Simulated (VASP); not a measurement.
# HPbNO4 (P1) in VASP: a series of runs, part 2 of 2

VASP 6.6.1.

## Step 5: Single point, BLYP

The input, INCAR:

```
PREC = Accurate ; ENCUT = 520
EDIFF = 1E-6 ; ISMEAR = -1
SIGMA = 0.05 ; LREAL = F
LASPH = T ; NELM = 100
ALGO = Normal ; ISIF = 2
LWAVE = F ; LCHARG = F
GGA = B5 ; ALDAX = 1.0
AGGAX = 1.0 ; AGGAC = 1.0
ALDAC = 0.0 ; NBANDS = 31
```

The input, KPOINTS:

```
regular mesh
0
Gamma
  5 4 4
```

The input, POSCAR:

```
HPbNO4
1.0
    3.8570700000      0.0017800000     -0.0365800000
    0.1735300000      4.3343600000     -0.0164700000
    0.7580300000      0.8387300000      5.8766200000
H Pb N O
1 1 1 4
Direct
    0.6151100000      0.8955900000      0.1984400000
    0.6459700000      0.4465100000      0.9168500000
    0.7147400000      0.2381000000      0.5005800000
    0.1695800000      0.4700700000      0.7776800000
    0.6291900000      0.9704500000      0.4984500000
    0.5642400000      0.9258300000      0.0384900000
    0.7802200000      0.4225000000      0.3195100000
```

Run with:

```bash
cat potpaw_PBE.64/H/POTCAR potpaw_PBE.64/Pb_d/POTCAR potpaw_PBE.64/N/POTCAR potpaw_PBE.64/O/POTCAR > POTCAR
mpirun -np 1 vasp_std > vasp.out
```

Run time: 2.1 min. Hardware: 1 thread of Intel Xeon Platinum 8375C at 2.90GHz (Ice Lake), shared host; peak memory 0.27 GiB.

Results (log left out):

- Free energy: -36.5146 eV
- Pressure: 3.5 GPa
- Largest force: 1.018 eV/Å
- Band gap on the k mesh: 0.28 eV, indirect (least direct gap 0.46 eV)

Forces on the atoms (eV/Å):
```
H   -0.009 -0.020  0.059
Pb  -0.004  0.035  0.038
N    0.226  0.489  0.686
O   -0.012  0.014 -0.193
O   -0.316 -0.967  0.011
O   -0.023  0.017  0.068
O    0.137  0.432 -0.668
```

Stress tensor (GPa, compression positive):
```
 2.77  0.75 -0.05
 0.75  4.45 -0.59
-0.05 -0.59  3.16
```

Levels at points of the mesh, in eV from the valence-band top:
```csv
k point,band 18,band 19,band 20,band 21,band 22,band 23,band 24,band 25,band 26,band 27
"(0.00, 0.00, 0.00)",-2.15,-1.54,-1.09,-0.91,-0.59,1.21,2.94,5.31,7.13,8.88
"(0.00, 0.50, 0.00)",-1.91,-1.28,-1.14,-0.82,-0.40,1.58,2.98,5.76,6.25,9.12
"(0.00, 0.00, 0.50)",-2.21,-1.72,-1.13,-0.92,-0.18,0.28,3.02,5.74,8.04,8.73
"(0.00, 0.50, 0.50)",-1.72,-1.24,-1.10,-1.02,-0.75,1.36,3.01,6.25,6.56,8.66
```

Caveat: the standard files for N, O and F lose accuracy on very short bonds; the PAW data sets were made with another functional, which shifts forces and pressure a little; spin-orbit coupling is left out, which moves the levels of the heavy elements.

## Step 6: Single point, PBE

The input, INCAR:

```
ALGO = Normal
EDIFF = 1E-7
ENCUT = 520
GGA = PE
ISIF = 2
ISMEAR = -1
LASPH = True
LCHARG = False
LREAL = False
LWAVE = False
NBANDS = 31
NELM = 100
PREC = Accurate
SIGMA = 0.05
```

The input, KPOINTS:

```
k-points
0
Gamma
  4 4 3
```

POSCAR is that of step 5.

Potentials or basis: VASP PAW PBE potentials, release 64 (H, Pb_d, N, O).

Run with:

```bash
cat potpaw_PBE.64/H/POTCAR potpaw_PBE.64/Pb_d/POTCAR potpaw_PBE.64/N/POTCAR potpaw_PBE.64/O/POTCAR > POTCAR
mpirun -np 1 vasp_std > vasp.out
```

OUTCAR:

```text
EDIFF = 1E-7
   ENCUT = 520
   GGA = PE
   ISIF = 2
   ISMEAR = -1
   LASPH = True
   LREAL = False
   NELM = 100
   PREC = Accurate

 ion  position               nearest neighbor table
   1  0.615  0.896  0.198-   6 0.99
   2  0.646  0.447  0.917-   4 2.09   4 2.10   6 2.30   6 2.30   7 2.51   3 2.75
   3  0.715  0.238  0.501-   5 1.22   7 1.26   2 2.75
   4  0.170  0.470  0.778-   2 2.09   2 2.10
   5  0.629  0.970  0.498-   3 1.22
   6  0.564  0.926  0.038-   1 0.99   2 2.30   2 2.30
   7  0.780  0.422  0.320-   3 1.26   2 2.51

  LATTYP: Found a triclinic cell.
 ALAT       =     9.0022731292
 B/A-ratio  =     1.1034313029
 C/A-ratio  =     0.8320978899
 COS(alpha) =     0.0134657135
 COS(beta)  =     0.5861289562
 COS(gamma) =     0.8046043717

  Lattice vectors:

 A1 = (  -7.8876700000,  -4.3379200000,   0.0896300000)
 A2 = (  -7.1296400000,  -3.4991900000,   5.9662500000)
 A3 = (  -4.6151000000,  -0.8405100000,  -5.8400400000)

Analysis of symmetry for initial positions (statically):
=====================================================================
 Subroutine PRICEL returns:
 Original cell was already a primitive cell.

 Routine SETGRP: Setting up the symmetry group for a
 triclinic supercell.

 Subroutine GETGRP returns: Found  1 space group operations
 (whereof  1 operations were pure point group operations)
 out of a pool of  2 trial point group operations.

The static configuration has the point symmetry C_1 .

Analysis of symmetry for dynamics (positions and initial velocities):
=====================================================================
 Subroutine PRICEL returns:
 Original cell was already a primitive cell.

 Routine SETGRP: Setting up the symmetry group for a
 triclinic supercell.

[... 127 lines left out ...]
   EMIN   =  10.00;   EMAX   =-10.00  energy-range for DOS
   EFERMI =   0.00;   METHOD = LEGACY
   ISMEAR =    -1;   SIGMA  =   0.05  broadening in eV -4-tet -1-fermi 0-gaus
   EFERMI_NEDOS =   21; number of points for ismear=-14 and -15
   IALGO  =     38    algorithm
   IMIX   =      4    mixing-type and parameters
     AMIX     =   0.40;   BMIX     =  1.00
     AMIX_MAG =   1.60;   BMIX_MAG =  1.00
  volume/ion in A,a.u.               =      14.06        94.87
  Fermi-wavevector in a.u.,A,eV,Ry     =   1.251827  2.365609 21.321279  1.567070
  Thomas-Fermi vector in A             =   2.385756
   LORBIT       =      0    0 simple, 1 ext, 2 COOP (PROOUT), +10 PAW based schemes
   GGA     = PE    functional components
   LHFCALC =     F    Hartree Fock is set to
   AEXX    =    0.0000 exact exchange contribution
   IVDW    =     0    specifies the selected vdW correction
   LEPSILON=     F    determine dielectric tensor
   LRPA    =     F    only Hartree local field effects (RPA)
 non-spin polarized calculation
  energy-cutoff  :      520.00
  volume of cell :       98.41
 maximum number of plane-waves:      2664
 NGX is ok and might be reduce to    30
   NGX = 15   NGY = 17   NGZ = 23

 number of electron      43.9999991 magnetization

 Free energy of the ion-electron system (eV)
  ---------------------------------------------------
  ext. energy  EPLUGINS =         0.00000000
  ---------------------------------------------------
  free energy    TOTEN  =       -38.65533513 eV

  energy without entropy =      -38.65498034  energy(sigma->0) =      -38.65515774

 E-fermi :   1.0712     XC(G=0):  -8.7843

 val. band max:        0.7705818942   @ k =   0.5000   0.2500   0.0000
 cond. band min:       1.3283674300   @ k =  -0.0000   0.0000   0.3333
 fundamental gap:      0.5577855358
 Fermi energy:         1.0711566091

 k-point     1 :       0.0000    0.0000    0.0000
  band No.  band energies     occupation
      1     -24.0659      2.00000
      2     -19.7070      2.00000
      3     -17.7100      2.00000
      4     -17.2211      2.00000
      5     -15.0656      2.00000
      6     -14.9650      2.00000
[... 805 lines left out ...]
     30      11.7631      0.00000
     31      12.4471      0.00000

 [... further k-points ...]
[... 5 lines left out ...]
  --------------------------------------------------------------------------------------
  -------------------------------------------------------------------------------------
  Total        0.0305149      0.7593983      0.3443239      0.2539724     -0.2509960     -0.0559688
  in kB        0.4967958     12.3633331      5.6057419      4.1347811     -4.0863231     -0.9111968
  external PRESSURE =       6.1552903 kB  Pullay stress =       0.0000000 kB

 VOLUME and BASIS-vectors are now :
 -----------------------------------------------------------------------------
  energy-cutoff  :      520.00
  volume of cell :       98.41
      direct lattice vectors                 reciprocal lattice vectors
     3.857070000  0.001780000 -0.036580000     0.258966393 -0.010489196 -0.031907234
     0.173530000  4.334360000 -0.016470000    -0.000418053  0.230606447 -0.032858965
     0.758030000  0.838730000  5.876620000     0.001610808  0.000581013  0.169875140

 POSITION                                       TOTAL-FORCE (eV/Angst)
 -----------------------------------------------------------------------------------
      2.67836      4.04934      1.12891         0.026096     -0.007072      0.094830
      3.26403      2.70547      5.35700        -0.003521      0.008580     -0.007860
      3.17757      1.45313      2.91165         0.133290      0.332245      0.285417
      1.32516      2.69002      4.55618         0.001064      0.004905     -0.002969
      2.97307      4.62546      2.89020        -0.190786     -0.588118      0.037820
      2.36615      4.04617      0.19030        -0.019534      0.002228     -0.067880
      3.32488      2.10064      1.84214         0.053391      0.247233     -0.339359
 -----------------------------------------------------------------------------------
    total drift:                                0.000686      0.001186     -0.002071

  FREE ENERGIE OF THE ION-ELECTRON SYSTEM (eV)
  ---------------------------------------------------
  free  energy   TOTEN  =       -38.6553351339 eV

  energy  without entropy=      -38.6549803441  energy(sigma->0) =      -38.65515774
```

OSZICAR:

```text
N       E                     dE             d eps       ncg     rms          rms(c)
DAV:   1     0.473700932427E+03    0.47370E+03   -0.22501E+04  1612   0.150E+03
DAV:   2     0.128563748900E+02   -0.46084E+03   -0.43228E+03  1802   0.416E+02
DAV:   3    -0.412589641194E+02   -0.54115E+02   -0.53020E+02  2072   0.153E+02
DAV:   4    -0.430718491957E+02   -0.18129E+01   -0.18068E+01  1985   0.311E+01
DAV:   5    -0.431378840639E+02   -0.66035E-01   -0.66018E-01  2148   0.586E+00    0.139E+01
DAV:   6    -0.389779362520E+02    0.41599E+01   -0.16975E+01  2572   0.382E+01    0.678E+00
DAV:   7    -0.387637923837E+02    0.21414E+00   -0.39044E+00  2066   0.120E+01    0.369E+00
DAV:   8    -0.386800620710E+02    0.83730E-01   -0.87226E-01  2343   0.558E+00    0.230E+00
DAV:   9    -0.386526709178E+02    0.27391E-01   -0.13084E-01  2320   0.268E+00    0.549E-01
DAV:  10    -0.386548152554E+02   -0.21443E-02   -0.18033E-02  2178   0.915E-01    0.175E-01
DAV:  11    -0.386550282359E+02   -0.21298E-03   -0.16019E-03  2106   0.260E-01    0.954E-02
DAV:  12    -0.386552987825E+02   -0.27055E-03   -0.61186E-04  1843   0.161E-01    0.278E-02
DAV:  13    -0.386553240579E+02   -0.25275E-04   -0.88318E-05  2016   0.654E-02    0.145E-02
DAV:  14    -0.386553328588E+02   -0.88009E-05   -0.20061E-05  1955   0.303E-02    0.635E-03
DAV:  15    -0.386553349222E+02   -0.20634E-05   -0.39133E-06  2001   0.137E-02    0.253E-03
DAV:  16    -0.386553350675E+02   -0.14533E-06   -0.55386E-07  1936   0.476E-03    0.110E-03
DAV:  17    -0.386553351339E+02   -0.66399E-07   -0.10910E-07  1282   0.225E-03
   1 F= -.38655335E+02 E0= -.38655158E+02  d E =-.354790E-03
```

Run time: 2.1 min. Hardware: 1 thread of AMD EPYC 7R43 (Zen 3), shared host; peak memory 0.2 GiB.

What came out:

* Free energy: -38.6553 eV
* Pressure: 0.6 GPa
* Largest force: 0.619 eV/Å
* Band gap on the k mesh: 0.56 eV, indirect (least direct gap 0.93 eV)

Forces on the atoms (eV/Å):
```
H    0.026 -0.007  0.095
Pb  -0.004  0.009 -0.008
N    0.133  0.332  0.285
O    0.001  0.005 -0.003
O   -0.191 -0.588  0.038
O   -0.020  0.002 -0.068
O    0.053  0.247 -0.339
```

Levels at points of the mesh, in eV from the valence-band top:
```
           k point  band 18  band 19  band 20  band 21  band 22  band 23  band 24  band 25  band 26  band 27
(0.00, 0.00, 0.00)    -2.20    -1.56    -1.10    -0.93    -0.61     1.22     2.92     5.25     7.09     8.85
(0.50, 0.00, 0.00)    -2.10    -1.57    -1.18    -0.78     0.00     1.43     2.97     6.62     7.19     8.21
(0.00, 0.50, 0.00)    -1.94    -1.30    -1.14    -0.84    -0.42     1.57     2.96     5.72     6.19     9.08
(0.50, 0.50, 0.00)    -1.92    -1.75    -1.44    -0.67    -0.04     2.76     3.13     6.17     6.55     7.40
```

Caveat: the standard files for N, O and F lose accuracy on very short bonds; spin-orbit coupling is left out, which moves the levels of the heavy elements.

## Step 7: The runs side by side

| level | k mesh | grid for exact exchange (PRECFOCK) | gap on the mesh (eV) | pressure (GPa) | largest force (eV/Å) |
| --- | --- | --- | --- | --- | --- |
| PBE | 4 × 3 × 2 | - | 0.26 | 0.7 | 0.61 |
| PBE | 5 × 5 × 4 | - | 0.26 | 0.6 | 0.62 |
| r2SCAN0 | 3 × 3 × 2 | Fast | 1.55 | -8.1 | 0.91 |
| BLYP | 5 × 4 × 4 | - | 0.28 | 3.5 | 1.02 |
| PBE | 4 × 4 × 3 | - | 0.56 | 0.6 | 0.62 |

Alike in all rows: task single point; potentials or basis VASP PAW PBE potentials, release 64 (H, Pb_d, N, O); no spin polarisation; cell as given; cutoff (eV) 520; smearing fermi-dirac 0.05 eV.

Caveats: some runs use coarse meshes; the standard files for N, O and F lose accuracy on very short bonds; spin-orbit coupling is left out, which moves the levels of the heavy elements; the PAW data sets were made with another functional, which shifts forces and pressure a little (some runs).

Total energies depend on the potentials used, so only differences within one code and one set of settings carry meaning.
